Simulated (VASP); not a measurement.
# Pt (P6/mmm) in VASP: notebook

Pt is run at these levels: revPBE; tasks: single point.

Everything below comes from runs of VASP 6.6.1. Logs are shortened: lines on timing, memory, paths and dates and some standing lists are left out, and cuts for length are marked.

### Step 1. The cell of the first run

Symmetry: P6/mmm, No. 191, hexagonal system. Conventional cell: a = 4.553 Å, b = 4.553 Å, c = 2.715 Å, α = 90.00°, β = 90.00°, γ = 120.00°. Pt (site symmetry 6/mmm) has 14 Pt at 2.71 to 2.96 Å within 3.6 Å. Within 3.5 Å of Pt (site symmetry -6m2) lie 11 Pt at 2.63 to 2.96 Å.

This isn't the form of Pt at room conditions, which is fcc.

### Step 2. Single point, revPBE

The input, INCAR:

```
SYSTEM = Pt
  ALGO = Normal
  EDIFF = 1E-7
  ENCUT = 520
  GGA = RE
  ISIF = 2
  ISMEAR = -1
  LASPH = .True.
  LCHARG = .True.
  LELF = .True.
  LREAL = .False.
  LVHAR = .True.
  LWAVE = .False.
  NBANDS = 22
  NELM = 80
  PREC = Accurate
  SIGMA = 0.1
```

The input, KPOINTS:

```
k-points
0
Gamma
  8 8 12
  0 0 0
```

The input, POSCAR:

```
Pt
1.0
    4.5529300213      0.0000000000      0.0000000000
   -2.2764650106      3.9429530601      0.0000000000
    0.0000000000      0.0000000000      2.7146426379
Pt
3
Direct
    1.0000000000      1.0000000000      0.0000000000
    0.3333333333      0.6666666667      0.5000000000
    0.6666666667      0.3333333333      0.5000000000
```

Potentials or basis: VASP PAW PBE potentials, release 64 (Pt).

On the command line:

```console
> cat potpaw_PBE.64/Pt/POTCAR > POTCAR
> mpirun -np 1 vasp_std > vasp.out
```

OUTCAR:

```text
SYSTEM = Pt
   EDIFF = 1E-7
   ENCUT = 520
   GGA = RE
   ISIF = 2
   ISMEAR = -1
   LASPH = .True.
   LREAL = .False.
   NELM = 80
   PREC = Accurate

 ion  position               nearest neighbor table
   1  0.000  0.000  0.000-   2 2.96   3 2.96   2 2.96   3 2.96   2 2.96   2 2.96   3 2.96   3 2.96
                             3 2.96   3 2.96   2 2.96   2 2.96
   2  0.333  0.667  0.500-   3 2.63   3 2.63   3 2.63   1 2.96   1 2.96   1 2.96   1 2.96   1 2.96
                             1 2.96
   3  0.667  0.333  0.500-   2 2.63   2 2.63   2 2.63   1 2.96   1 2.96   1 2.96   1 2.96   1 2.96
                             1 2.96

  LATTYP: Found a hexagonal cell.
 ALAT       =     4.5529300213
 C/A-ratio  =     0.5962407999

  Lattice vectors:

 A1 = (   4.5529300213,   0.0000000000,   0.0000000000)
 A2 = (  -2.2764650106,   3.9429530601,   0.0000000000)
 A3 = (   0.0000000000,   0.0000000000,   2.7146426379)

Analysis of symmetry for initial positions (statically):
=====================================================================
 Subroutine PRICEL returns:
 Original cell was already a primitive cell.

 Routine SETGRP: Setting up the symmetry group for a
 hexagonal supercell.

 Subroutine GETGRP returns: Found 24 space group operations
 (whereof 24 operations were pure point group operations)
 out of a pool of 24 trial point group operations.

The static configuration has the point symmetry D_6h.

Analysis of symmetry for dynamics (positions and initial velocities):
=====================================================================
 Subroutine PRICEL returns:
 Original cell was already a primitive cell.

 Routine SETGRP: Setting up the symmetry group for a
 hexagonal supercell.

 Subroutine GETGRP returns: Found 24 space group operations
 (whereof 24 operations were pure point group operations)
 out of a pool of 24 trial point group operations.

The dynamic configuration has the point symmetry D_6h.

 Subroutine INISYM returns: Found 24 space group operations
 (whereof 24 operations are pure point group operations),
 and found     1 'primitive' translations

----------------------------------------------------------------------------------------

                                     Primitive cell

  volume of cell :      48.7332

  direct lattice vectors                    reciprocal lattice vectors
     4.552930021  0.000000000  0.000000000     0.219638781  0.126808509  0.000000000
    -2.276465011  3.942953060  0.000000000     0.000000000  0.253617019  0.000000000
     0.000000000  0.000000000  2.714642638     0.000000000  0.000000000  0.368372612

  length of vectors
     4.552930021  4.552930021  2.714642638     0.253617019  0.253617019  0.368372612

  position of ions in fractional coordinates (direct lattice)
     0.000000000  0.000000000  0.000000000
     0.333333333  0.666666667  0.500000000
     0.666666667  0.333333333  0.500000000

  ion indices of the primitive-cell ions
   primitive index   ion index
                 1           1
                 2           2
                 3           3

----------------------------------------------------------------------------------------

 KPOINTS: k-points

Automatic generation of k-mesh.
 Grid dimensions read from file:
 generate k-points for:    8    8   12

 Generating k-lattice:

  Cartesian coordinates                     Fractional coordinates (reciprocal lattice)
     0.027454848  0.015851064  0.000000000     0.125000000  0.000000000  0.000000000
     0.000000000  0.031702127  0.000000000     0.000000000  0.125000000  0.000000000
     0.000000000  0.000000000  0.030697718     0.000000000  0.000000000  0.083333333

  Length of vectors
     0.031702127  0.031702127  0.030697718

  Shift w.r.t. Gamma in fractional coordinates (k-lattice)
     0.000000000  0.000000000  0.000000000

 Subroutine IBZKPT returns following result:
 ===========================================

 Found     70 irreducible k-points:

 Following reciprocal coordinates:
            Coordinates               Weight
  0.000000  0.000000  0.000000      1.000000
  0.125000  0.000000  0.000000      6.000000
  0.250000  0.000000  0.000000      6.000000
  0.375000  0.000000  0.000000      6.000000
  0.500000  0.000000  0.000000      3.000000
  0.125000  0.125000  0.000000      6.000000
[... 16 lines left out ...]
  0.250000  0.000000  0.166667     12.000000
  0.375000  0.000000  0.166667     12.000000
 [... further k-points ...]
   k-points           NKPTS =     70   k-points in BZ     NKDIM =     70   number of bands    NBANDS=     22
   number of dos      NEDOS =    301   number of ions     NIONS =      3
   total plane-waves  NPLWV =  25920
   dimension x,y,z NGX =    36 NGY =   36 NGZ =   20
   dimension x,y,z NGXF=    72 NGYF=   72 NGZF=   40
   ions per type =               3
   NGX,Y,Z   is equivalent  to a cutoff of  13.15, 13.15, 12.25 a.u.
   NGXF,Y,Z  is equivalent  to a cutoff of  26.29, 26.29, 24.50 a.u.
 SYSTEM =  Pt
   PREC   = accura    normal or accurate (medium, high low for compatibility)
   ISTART =      0    job   : 0-new  1-cont  2-samecut
   ICHARG =      2    charge: 1-file 2-atom 10-const
   ISPIN  =      1    spin polarized calculation?
   LNONCOLLINEAR =      F non collinear calculations
   LSORBIT =      F    spin-orbit coupling
   LASPH  =      T    aspherical Exc in radial PAW
   ENCUT  =  520.0 eV  38.22 Ry    6.18 a.u.   8.47  8.47  5.05*2*pi/ulx,y,z
   NELM   =     80;   NELMIN=  2; NELMDL= -5     # of ELM steps
   EDIFF  = 0.1E-06   stopping-criterion for ELM
   LREAL  =      F    real-space projection
   EDIFFG = 0.1E-05   stopping-criterion for IOM
   NSW    =      0    number of steps for IOM
   IBRION =     -1    ionic relax: 0-MD 1-quasi-New 2-CG
   NFREE  =      0    steps in history (QN), initial steepest desc. (CG)
   ISIF   =      2    stress and relaxation
   ISYM   =      2    0-nonsym 1-usesym 2-fastsym
   POTIM  = 0.5000    time-step for ionic-motion
   TEBEG  =    0.0;   TEEND  =   0.0 temperature during run
   PSTRESS=    0.0 pullay stress
   NELECT =      30.0000    total number of electrons
   NUPDOWN=      -1.0000    fix difference up-down
   EMIN   =  10.00;   EMAX   =-10.00  energy-range for DOS
   EFERMI =   0.00;   METHOD = LEGACY
   ISMEAR =    -1;   SIGMA  =   0.10  broadening in eV -4-tet -1-fermi 0-gaus
   EFERMI_NEDOS =   21; number of points for ismear=-14 and -15
   IALGO  =     38    algorithm
   IMIX   =      4    mixing-type and parameters
     AMIX     =   0.40;   BMIX     =  1.00
     AMIX_MAG =   1.60;   BMIX_MAG =  1.00
  volume/ion in A,a.u.               =      16.24       109.62
  Fermi-wavevector in a.u.,A,eV,Ry     =   1.392644  2.631716 26.387925  1.939458
  Thomas-Fermi vector in A             =   2.516367
   LORBIT       =      0    0 simple, 1 ext, 2 COOP (PROOUT), +10 PAW based schemes
   GGA     = RE    functional components
   LHFCALC =     F    Hartree Fock is set to
   AEXX    =    0.0000 exact exchange contribution
   IVDW    =     0    specifies the selected vdW correction
   LEPSILON=     F    determine dielectric tensor
   LRPA    =     F    only Hartree local field effects (RPA)
 non-spin polarized calculation
  energy-cutoff  :      520.00
  volume of cell :       48.73
 maximum number of plane-waves:      1342
 NGX is ok and might be reduce to    36
   NGX = 17   NGY = 17   NGZ = 11

 number of electron      30.0000000 magnetization

 Free energy of the ion-electron system (eV)
  ---------------------------------------------------
  ext. energy  EPLUGINS =         0.00000000
  ---------------------------------------------------
  free energy    TOTEN  =       -16.41855395 eV

  energy without entropy =      -16.25268269  energy(sigma->0) =      -16.33561832

 E-fermi :   9.9096     XC(G=0): -12.9863

 val. band max:        9.9073483456   @ k =   0.3750   0.1250   0.0000
 cond. band min:       9.9151338113   @ k =   0.3750   0.2500   0.0000
 fundamental gap:      0.0077854656
 Fermi energy:         9.9096206048

 k-point     1 :       0.0000    0.0000    0.0000
  band No.  band energies     occupation
      1       0.5781      2.00000
      2       3.8577      2.00000
      3       5.3387      2.00000
      4       6.0066      2.00000
      5       6.0066      2.00000
      6       6.0431      2.00000
[... 14 lines left out ...]
     21      17.1024      0.00000
     22      17.1024      0.00000

 k-point     2 :       0.1250    0.0000    0.0000
  band No.  band energies     occupation
      1       0.7815      2.00000
      2       3.9038      2.00000
      3       5.0444      2.00000
      4       5.3858      2.00000
      5       5.5861      2.00000
      6       5.9887      2.00000
[... 14 lines left out ...]
     21      19.0409      0.00000
     22      19.2972      0.00000

 k-point     3 :       0.2500    0.0000    0.0000
  band No.  band energies     occupation
      1       1.3641      2.00000
      2       3.9059      2.00000
      3       4.4524      2.00000
      4       4.9820      2.00000
      5       5.3677      2.00000
      6       5.8238      2.00000
[... 14 lines left out ...]
     21      20.9972      0.00000
     22      21.4304      0.00000

 k-point     4 :       0.3750    0.0000    0.0000
  band No.  band energies     occupation
      1       2.2318      2.00000
      2       3.5636      2.00000
      3       4.0788      2.00000
      4       4.8415      2.00000
      5       5.3228      2.00000
      6       5.5145      2.00000
[... 14 lines left out ...]
     21      22.7826      0.00000
     22      22.9962      0.00000

 k-point     5 :       0.5000    0.0000    0.0000
  band No.  band energies     occupation
      1       3.0806      2.00000
      2       3.2847      2.00000
      3       3.5052      2.00000
      4       5.1189      2.00000
      5       5.1504      2.00000
      6       5.3389      2.00000
[... 417 lines left out ...]
 k-point    22 :       0.1250    0.0000    0.1667
  band No.  band energies     occupation
      1       1.4893      2.00000
      2       4.6759      2.00000
      3       5.1024      2.00000
      4       5.3329      2.00000
      5       5.6439      2.00000
      6       5.9726      2.00000
[... 14 lines left out ...]
     21      19.5949      0.00000
     22      19.7689      0.00000

 k-point    23 :       0.2500    0.0000    0.1667
  band No.  band energies     occupation
      1       2.0388      2.00000
      2       4.4943      2.00000
      3       4.9054      2.00000
      4       5.2368      2.00000
      5       5.2936      2.00000
      6       6.2583      2.00000
[... 14 lines left out ...]
     21      21.4076      0.00000
     22      21.4796      0.00000

 k-point    24 :       0.3750    0.0000    0.1667
  band No.  band energies     occupation
      1       2.8624      2.00000
      2       4.0602      2.00000
      3       4.6932      2.00000
      4       5.2144      2.00000
      5       5.2587      2.00000
      6       6.0493      2.00000
[... 14 lines left out ...]
     21      22.8632      0.00000
     22      23.2906      0.00000

 [... further k-points ...]
[... 5 lines left out ...]
  --------------------------------------------------------------------------------------
  -------------------------------------------------------------------------------------
  Total       -0.1510675     -0.1510675     -0.1571323     -0.0000000      0.0000000     -0.0000000
  in kB       -4.9665679     -4.9665679     -5.1659577     -0.0000000      0.0000000     -0.0000000
  external PRESSURE =      -5.0330312 kB  Pullay stress =       0.0000000 kB

 VOLUME and BASIS-vectors are now :
 -----------------------------------------------------------------------------
  energy-cutoff  :      520.00
  volume of cell :       48.73
      direct lattice vectors                 reciprocal lattice vectors
     4.552930021  0.000000000  0.000000000     0.219638781  0.126808509  0.000000000
    -2.276465011  3.942953060  0.000000000     0.000000000  0.253617019  0.000000000
     0.000000000  0.000000000  2.714642638     0.000000000  0.000000000  0.368372612

 POSITION                                       TOTAL-FORCE (eV/Angst)
 -----------------------------------------------------------------------------------
      0.00000      0.00000      0.00000        -0.000000      0.000000     -0.000000
     -0.00000      2.62864      1.35732         0.000000      0.000000      0.000000
      2.27647      1.31432      1.35732        -0.000000      0.000000     -0.000000
 -----------------------------------------------------------------------------------
    total drift:                                0.000000      0.000000     -0.000000

  FREE ENERGIE OF THE ION-ELECTRON SYSTEM (eV)
  ---------------------------------------------------
  free  energy   TOTEN  =       -16.4185539480 eV

  energy  without entropy=      -16.2526826911  energy(sigma->0) =      -16.33561832
```

Run time: 61 s. Hardware: 1 thread of Intel Xeon Platinum 8259CL at 2.50GHz (Skylake/Cascade Lake), shared host; peak memory 0.2 GiB.

Results:

| Item | Value |
| --- | --- |
| Free energy | -16.4186 eV |
| Pressure | -0.5 GPa |
| Band gap on the k mesh | zero (bands 15 and 16 overlap by 1.33 eV) |

Levels at points of the mesh, in eV from the Fermi level:
```csv
k point,band 13,band 14,band 15,band 16,band 17,band 18
"(0.00, 0.00, 0.00)",-1.73,-1.73,0.30,0.30,4.86,5.79
"(0.50, 0.00, 0.00)",-0.33,-0.31,-0.28,-0.25,0.13,0.33
"(0.00, 0.00, 0.50)",-0.16,-0.16,1.08,2.25,2.65,7.81
"(0.50, 0.00, 0.50)",-0.42,0.12,0.66,2.06,2.67,5.35
```

Caveat: the PAW data sets were made with another functional, which shifts forces and pressure a little; spin-orbit coupling is left out, which moves the levels of the heavy elements.

### Step 3. Single point, revPBE (14.30 Å³/atom)

This run uses another cell than the first one, of 14.30 Å³/atom.

The input, INCAR:

```
SYSTEM = Pt
PREC = Accurate ; ENCUT = 520
EDIFF = 1E-7 ; ISMEAR = -1
SIGMA = 0.1 ; LREAL = .False.
LASPH = .True. ; NELM = 60
ALGO = Normal ; ISIF = 2
LWAVE = .False. ; LCHARG = .False.
GGA = RE ; NBANDS = 22
```

The input, KPOINTS:

```
regular mesh
0
Gamma
  9 9 13
  0 0 0
```

The input, POSCAR:

```
Pt
1.0
    4.3629998623      0.0000000000      0.0000000000
   -2.1814999312      3.7784687175      0.0000000000
    0.0000000000      0.0000000000      2.6013985280
Pt
3
Direct
    1.0000000000      1.0000000000      0.0000000000
    0.3333333333      0.6666666667      0.5000000000
    0.6666666667      0.3333333333      0.5000000000
```

Potentials or basis: VASP PAW PBE potentials, release 64 (Pt).

On the command line:

```console
> cat potpaw_PBE.64/Pt/POTCAR > POTCAR
> mpirun -np 1 vasp_std > vasp.out
```

Run time: 50 s. Hardware: 1 thread of Intel Xeon Platinum 8259CL at 2.50GHz (Skylake/Cascade Lake), shared host; peak memory 0.19 GiB.

It converged, with:

```
Free energy            : -15.7811 eV
Pressure               : 39.3 GPa
Band gap on the k mesh : zero (bands 15 and 16 overlap by 1.53 eV)
```

Stress tensor (GPa, compression positive):
```
38.87  0.00  0.00
 0.00 38.87  0.00
 0.00  0.00 40.05
```

Levels at points of the mesh, in eV from the Fermi level:
| k point | band 13 | band 14 | band 15 | band 16 | band 17 | band 18 |
| --- | --- | --- | --- | --- | --- | --- |
| (0.00, 0.00, 0.00) | -2.17 | -2.17 | 0.41 | 0.41 | 5.53 | 6.55 |

Caveat: the cell stands under pressure; the PAW data sets were made with another functional, which shifts forces and pressure a little; spin-orbit coupling is left out, which moves the levels of the heavy elements.

(Part 1 of 2 ends here.)
